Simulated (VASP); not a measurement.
# MnPt (P4/mmm) in VASP: single point with LDA+U

Aim: the single point of MnPt with LDA+U.

Program: VASP 6.6.1. These are calculated values, not measurements. Logs are shortened: lines on timing, memory, paths and dates and some standing lists are left out, and cuts for length are marked.

## 1. The cell of the first run

Symmetry: P4/mmm, No. 123, tetragonal system. Conventional cell: a = 2.726 Å, b = 2.726 Å, c = 3.712 Å, α = 90.00°, β = 90.00°, γ = 90.00°. Within 3.5 Å of Mn (site symmetry 4/mmm) lie 8 Pt at 2.68 Å and 4 Mn at 2.73 Å. Within 3.5 Å of Pt (site symmetry 4/mmm) lie 8 Mn at 2.68 Å and 4 Pt at 2.73 Å.

## 2. Single point, LDA+U, collinear spin, antiferromagnetic start

The input, INCAR:

```
  ALGO = Normal
  EDIFF = 1E-6
  ENCUT = 600
  GGA_COMPAT = F
  ISIF = 2
  ISMEAR = -1
  ISPIN = 2
  LASPH = T
  LCHARG = F
  LDAU = T
  LDAUJ = 0 0
  LDAUL = 2 -1
  LDAUPRINT = 1
  LDAUTYPE = 2
  LDAUU = 4.6 0
  LMAXMIX = 4
  LORBIT = 11
  LREAL = F
  LWAVE = F
  MAGMOM = 4.5 -4.5 0 0
  NBANDS = 45
  NELM = 200
  PREC = Accurate
  SIGMA = 0.1
```

The input, KPOINTS:

```
k-points
0
Gamma
  8 8 8
```

The input, POSCAR:

```
MnPt
1.0
   -2.7258966400     -2.7258966400      0.0000000000
   -2.7258966400      2.7258966400      0.0000000000
    0.0000000000      0.0000000000     -3.7120000000
Mn Pt
2 2
Direct
    0.0000000000      0.0000000000      0.0000000000
    0.5000000000      0.5000000000      0.0000000000
    0.0000000000      0.5000000000      0.5000000000
    0.5000000000      0.0000000000      0.5000000000
```

Potentials or basis: VASP PAW LDA potentials, release 64 (Mn_sv, Pt_sv_GW).

Started as:

```bash
> cat potpaw_LDA.64/Mn_sv/POTCAR potpaw_LDA.64/Pt_sv_GW/POTCAR > POTCAR
> mpirun -np 1 vasp_std > vasp.out
```

OUTCAR:

```text
EDIFF = 1E-6
   ENCUT = 600
   ISIF = 2
   ISMEAR = -1
   ISPIN = 2
   LASPH = T
   LORBIT = 11
   LREAL = F
   NELM = 200
   PREC = Accurate

 ion  position               nearest neighbor table
   1  0.000  0.000  0.000-   3 2.68   4 2.68   3 2.68   4 2.68   3 2.68   3 2.68   4 2.68   4 2.68
                             2 2.73   2 2.73   2 2.73   2 2.73
   2  0.500  0.500  0.000-   3 2.68   4 2.68   3 2.68   4 2.68   4 2.68   4 2.68   3 2.68   3 2.68
                             1 2.73   1 2.73   1 2.73   1 2.73
   3  0.000  0.500  0.500-   1 2.68   2 2.68   1 2.68   2 2.68   1 2.68   1 2.68   2 2.68   2 2.68
                             4 2.73   4 2.73   4 2.73   4 2.73
   4  0.500  0.000  0.500-   1 2.68   2 2.68   1 2.68   2 2.68   2 2.68   2 2.68   1 2.68   1 2.68
                             3 2.73   3 2.73   3 2.73   3 2.73
[... 7 lines left out ...]
 A1 = (  -2.7258966400,  -2.7258966400,   0.0000000000)
 A2 = (  -2.7258966400,   2.7258966400,   0.0000000000)
 A3 = (   0.0000000000,   0.0000000000,  -3.7120000000)

Analysis of symmetry for initial positions (statically):
=====================================================================
 Subroutine PRICEL returns following result:

  LATTYP: Found a simple tetragonal cell.
 ALAT       =     2.7258966400
 C/A-ratio  =     1.3617537604
[... 12 lines left out ...]
 Subroutine GETGRP returns: Found 16 space group operations
 (whereof 16 operations were pure point group operations)
 out of a pool of 16 trial point group operations.

The static configuration has the point symmetry D_4h.

Analysis of symmetry for dynamics (positions and initial velocities):
=====================================================================
 Subroutine PRICEL returns following result:

  LATTYP: Found a simple tetragonal cell.
 ALAT       =     2.7258966400
 C/A-ratio  =     1.3617537604
[... 12 lines left out ...]
 Subroutine GETGRP returns: Found 16 space group operations
 (whereof 16 operations were pure point group operations)
 out of a pool of 16 trial point group operations.

The dynamic configuration has the point symmetry D_4h.

Analysis of structural, dynamic, and magnetic symmetry:
=====================================================================
 Subroutine PRICEL returns following result:

  LATTYP: Found a simple tetragonal cell.
 ALAT       =     2.7258966400
 C/A-ratio  =     1.3617537604
[... 12 lines left out ...]
 Subroutine GETGRP returns: Found 16 space group operations
 (whereof 16 operations were pure point group operations)
 out of a pool of 16 trial point group operations.

The overall configuration has the point symmetry D_4h.

 Subroutine INISYM returns: Found 16 space group operations
 (whereof 16 operations are pure point group operations),
 and found     2 'primitive' translations

----------------------------------------------------------------------------------------

                                     Primitive cell

  volume of cell :      27.5821

  direct lattice vectors                    reciprocal lattice vectors
     0.000000000 -2.725896640  0.000000000     0.000000000 -0.366851767  0.000000000
[... 146 lines left out ...]
  0.0000  0.0000  0.0418  0.0000  0.0000
  0.0000 -0.0000  0.0000  0.0872  0.0000
  0.0000 -0.0000  0.0000  0.0000  0.0568

 occupancies and eigenvectors

  o =  0.0418  v =  0.0000  0.0000  0.0000  0.0000  0.0000 -0.0000  0.0000  1.0000  0.0000 -0.0000      0.0000  0.0000  0.0000  0.0000  0.0000  0.0000  0.0000  0.0000  0.0000  0.0000
  o =  0.0568  v =  0.0000  0.0000  0.0000  0.0000  0.0000  0.0000  0.0000 -0.0000 -0.0000 -1.0000      0.0000  0.0000  0.0000  0.0000  0.0000  0.0000  0.0000  0.0000  0.0000  0.0000
  o =  0.0578  v =  0.0000  0.0000  0.0000  0.0000  0.0000  1.0000  0.0000  0.0000 -0.0000  0.0000      0.0000  0.0000  0.0000  0.0000  0.0000  0.0000  0.0000  0.0000  0.0000  0.0000
  o =  0.0872  v =  0.0000  0.0000  0.0000  0.0000  0.0000 -0.0000 -0.2286  0.0000 -0.9735 -0.0000      0.0000  0.0000  0.0000  0.0000  0.0000  0.0000  0.0000  0.0000  0.0000  0.0000
  o =  0.0872  v =  0.0000  0.0000  0.0000  0.0000  0.0000  0.0000 -0.9735  0.0000  0.2286 -0.0000      0.0000  0.0000  0.0000  0.0000  0.0000  0.0000  0.0000  0.0000  0.0000  0.0000
  o =  0.8613  v =  0.0000  0.9883  0.0000  0.1523 -0.0000  0.0000  0.0000  0.0000  0.0000  0.0000      0.0000  0.0000  0.0000  0.0000  0.0000  0.0000  0.0000  0.0000  0.0000  0.0000
  o =  0.8613  v =  0.0000  0.1523  0.0000 -0.9883 -0.0000  0.0000  0.0000  0.0000  0.0000  0.0000      0.0000  0.0000  0.0000  0.0000  0.0000  0.0000  0.0000  0.0000  0.0000  0.0000
  o =  0.8693  v =  1.0000  0.0000  0.0000  0.0000  0.0000  0.0000  0.0000  0.0000  0.0000  0.0000      0.0000  0.0000  0.0000  0.0000  0.0000  0.0000  0.0000  0.0000  0.0000  0.0000
  o =  0.8713  v =  0.0000 -0.0000 -0.0000  0.0000 -1.0000  0.0000  0.0000  0.0000  0.0000  0.0000      0.0000  0.0000  0.0000  0.0000  0.0000  0.0000  0.0000  0.0000  0.0000  0.0000
  o =  0.8916  v =  0.0000 -0.0000  1.0000  0.0000 -0.0000  0.0000  0.0000  0.0000  0.0000  0.0000      0.0000  0.0000  0.0000  0.0000  0.0000  0.0000  0.0000  0.0000  0.0000  0.0000

atom =   2  type =  1  l = 2

 onsite density matrix

spin component  1

  0.0578 -0.0000 -0.0000  0.0000 -0.0000
 -0.0000  0.0872  0.0000  0.0000 -0.0000
 -0.0000  0.0000  0.0418  0.0000 -0.0000
  0.0000  0.0000  0.0000  0.0872  0.0000
 -0.0000 -0.0000 -0.0000  0.0000  0.0568

spin component  2

  0.8693  0.0000 -0.0000  0.0000  0.0000
  0.0000  0.8613 -0.0000  0.0000  0.0000
 -0.0000 -0.0000  0.8916 -0.0000  0.0000
  0.0000  0.0000 -0.0000  0.8613  0.0000
  0.0000  0.0000  0.0000  0.0000  0.8713

 occupancies and eigenvectors

  o =  0.0418  v =  0.0000 -0.0000  1.0000  0.0000  0.0000  0.0000  0.0000  0.0000  0.0000  0.0000      0.0000  0.0000  0.0000  0.0000  0.0000  0.0000  0.0000  0.0000  0.0000  0.0000
  o =  0.0568  v =  0.0000  0.0000 -0.0000 -0.0000  1.0000  0.0000  0.0000  0.0000  0.0000  0.0000      0.0000  0.0000  0.0000  0.0000  0.0000  0.0000  0.0000  0.0000  0.0000  0.0000
  o =  0.0578  v =  1.0000  0.0000 -0.0000 -0.0000 -0.0000  0.0000  0.0000  0.0000  0.0000  0.0000      0.0000  0.0000  0.0000  0.0000  0.0000  0.0000  0.0000  0.0000  0.0000  0.0000
  o =  0.0872  v = -0.0000 -0.1206  0.0000 -0.9927 -0.0000  0.0000  0.0000  0.0000  0.0000  0.0000      0.0000  0.0000  0.0000  0.0000  0.0000  0.0000  0.0000  0.0000  0.0000  0.0000
  o =  0.0872  v = -0.0000  0.9927 -0.0000 -0.1206 -0.0000  0.0000  0.0000  0.0000  0.0000  0.0000      0.0000  0.0000  0.0000  0.0000  0.0000  0.0000  0.0000  0.0000  0.0000  0.0000
  o =  0.8613  v =  0.0000  0.0000  0.0000  0.0000  0.0000  0.0000  0.9640  0.0000  0.2657  0.0000      0.0000  0.0000  0.0000  0.0000  0.0000  0.0000  0.0000  0.0000  0.0000  0.0000
  o =  0.8613  v =  0.0000  0.0000  0.0000  0.0000  0.0000  0.0000 -0.2657  0.0000  0.9640  0.0000      0.0000  0.0000  0.0000  0.0000  0.0000  0.0000  0.0000  0.0000  0.0000  0.0000
  o =  0.8693  v =  0.0000  0.0000  0.0000  0.0000  0.0000  1.0000  0.0000  0.0000  0.0000  0.0000      0.0000  0.0000  0.0000  0.0000  0.0000  0.0000  0.0000  0.0000  0.0000  0.0000
  o =  0.8713  v =  0.0000  0.0000  0.0000  0.0000  0.0000  0.0000 -0.0000  0.0000  0.0000 -1.0000      0.0000  0.0000  0.0000  0.0000  0.0000  0.0000  0.0000  0.0000  0.0000  0.0000
  o =  0.8916  v =  0.0000  0.0000  0.0000  0.0000  0.0000  0.0000  0.0000 -1.0000  0.0000 -0.0000      0.0000  0.0000  0.0000  0.0000  0.0000  0.0000  0.0000  0.0000  0.0000  0.0000

 number of electron      65.9999982 magnetization       0.0000000

 Free energy of the ion-electron system (eV)
  ---------------------------------------------------
  ext. energy  EPLUGINS =         0.00000000
  ---------------------------------------------------
  free energy    TOTEN  =       -30.65660218 eV

  energy without entropy =      -30.63984112  energy(sigma->0) =      -30.64822165

 E-fermi :  11.8894     XC(G=0): -13.9286

 val. band max:       11.8465218394   @ k =   0.5000   0.5000   0.3750
 cond. band min:      11.9200890788   @ k =   0.3750   0.1250   0.5000
 fundamental gap:      0.0735672395
 Fermi energy:        11.8893509793

 spin component 1

 k-point     1 :       0.0000    0.0000    0.0000
  band No.  band energies     occupation
      1     -86.7303      1.00000
      2     -86.7013      1.00000
      3     -69.1528      1.00000
      4     -64.9460      1.00000
      5     -41.2777      1.00000
      6     -41.2777      1.00000
[... 2297 lines left out ...]
     44      23.1223      0.00000
     45      23.8684      0.00000

 [... further k-points ...]

------------------------ aborting loop because EDIFF is reached ----------------------------------------

  FORCE on cell =-STRESS in cart. coord.  units (eV):
  Direction    XX          YY          ZZ          XY          YZ          ZX
  --------------------------------------------------------------------------------------
  -------------------------------------------------------------------------------------
  Total        4.2622648      4.2622648      1.5387711      0.0000000     -0.0000000      0.0000000
  in kB      123.7924830    123.7924830     44.6918028      0.0000000     -0.0000000      0.0000000
  external PRESSURE =      97.4255896 kB  Pullay stress =       0.0000000 kB

 VOLUME and BASIS-vectors are now :
 -----------------------------------------------------------------------------
  energy-cutoff  :      600.00
  volume of cell :       55.16
      direct lattice vectors                 reciprocal lattice vectors
    -2.725896640 -2.725896640  0.000000000    -0.183425884 -0.183425884  0.000000000
    -2.725896640  2.725896640  0.000000000    -0.183425884  0.183425884  0.000000000
     0.000000000  0.000000000 -3.712000000     0.000000000  0.000000000 -0.269396552

 POSITION                                       TOTAL-FORCE (eV/Angst)
 -----------------------------------------------------------------------------------
      0.00000      0.00000      0.00000        -0.000000      0.000000     -0.000000
     -2.72590      0.00000      0.00000         0.000000     -0.000000      0.000000
     -1.36295      1.36295     -1.85600        -0.000000      0.000000     -0.000000
     -1.36295     -1.36295     -1.85600        -0.000000      0.000000     -0.000000
 -----------------------------------------------------------------------------------
    total drift:                                0.000000     -0.000000      0.000000

  FREE ENERGIE OF THE ION-ELECTRON SYSTEM (eV)
  ---------------------------------------------------
  free  energy   TOTEN  =       -30.6566021815 eV

  energy  without entropy=      -30.6398411247  energy(sigma->0) =      -30.64822165

 total charge

# of ion       s       p       d       f       tot
--------------------------------------------------
    1        2.203   6.054   4.660   0.000  12.917
    2        2.203   6.054   4.660   0.000  12.917
    3        4.556   6.101   7.940   0.016  18.613
    4        4.556   6.101   7.940   0.016  18.613
--------------------------------------------------
tot         13.517  24.311  25.201   0.033  63.062

 magnetization (x)

# of ion       s       p       d       f       tot
--------------------------------------------------
    1        0.021   0.027   4.007   0.000   4.055
    2       -0.021  -0.027  -4.007   0.000  -4.055
    3        0.000   0.000   0.000   0.000   0.000
    4        0.000   0.000   0.000   0.000   0.000
--------------------------------------------------
tot          0.000   0.000   0.000   0.000   0.000
```

Wall time 7.4 min (1 thread of Intel Xeon Platinum 8488C (Sapphire Rapids), shared host); peak memory 0.41 GiB.

Results:

| Quantity | Value |
| --- | --- |
| Free energy | -30.6566 eV |
| Pressure | 9.7 GPa |
| Band gap on the k mesh | zero (filled and empty bands overlap) |
| Net moment | 0.00 μB per cell |
| Site moments | Mn +4.05, -4.05; Pt +0.00 μB |
| Valence electrons inside the program's atomic spheres | Mn 12.92; Pt 18.61 |

Levels at points of the mesh, in eV from the Fermi level:
Spin up:
```csv
k point,band 30,band 31,band 32,band 33,band 34,band 35,band 36,band 37
"(0.00, 0.00, 0.00)",-1.28,-0.96,0.36,1.01,1.01,1.83,2.48,2.64
"(0.50, 0.00, 0.00)",-3.05,-2.84,-2.63,-1.40,1.36,1.50,2.01,2.49
"(0.50, 0.50, 0.00)",-2.98,-2.19,-2.02,-2.02,1.38,1.38,1.75,1.75
"(0.00, 0.00, 0.50)",-2.56,-2.22,-1.09,0.36,0.89,0.89,1.02,2.32
"(0.50, 0.00, 0.50)",-3.02,-2.93,-2.91,-1.65,-0.23,0.93,1.85,1.97
"(0.50, 0.50, 0.50)",-1.35,-1.32,-1.32,-1.23,-1.11,-0.75,1.87,1.87
```
Spin down:
```csv
k point,band 30,band 31,band 32,band 33,band 34,band 35,band 36,band 37
"(0.00, 0.00, 0.00)",-1.28,-0.96,0.36,1.01,1.01,1.83,2.48,2.64
"(0.50, 0.00, 0.00)",-3.05,-2.84,-2.63,-1.40,1.36,1.50,2.01,2.49
"(0.50, 0.50, 0.00)",-2.98,-2.19,-2.02,-2.02,1.38,1.38,1.75,1.75
"(0.00, 0.00, 0.50)",-2.56,-2.22,-1.09,0.36,0.89,0.89,1.02,2.32
"(0.50, 0.00, 0.50)",-3.02,-2.93,-2.91,-1.65,-0.23,0.93,1.85,1.97
"(0.50, 0.50, 0.50)",-1.35,-1.32,-1.32,-1.23,-1.11,-0.75,1.87,1.87
```

Eigenvalues of the final occupation matrices:
| site | spin | trace | eigenvalues |
| --- | --- | --- | --- |
| site 1 d | 1 | 4.35 | 0.86 0.86 0.87 0.87 0.89 |
| site 1 d | 2 | 0.33 | 0.04 0.06 0.06 0.09 0.09 |
| site 2 d | 1 | 0.33 | 0.04 0.06 0.06 0.09 0.09 |
| site 2 d | 2 | 4.35 | 0.86 0.86 0.87 0.87 0.89 |

Caveat: the stress differs along the axes, from 4 to 12 GPa; the antiferromagnetic order is the one typed at the start, and another may lie lower; spin-orbit coupling is left out, which moves the levels of the heavy elements; the U is typed as a test and isn't derived for this compound. The state reached can hang on the start; a lower one may exist.

The gap in the log of VASP goes by the Fermi energy; the results here count the filled bands.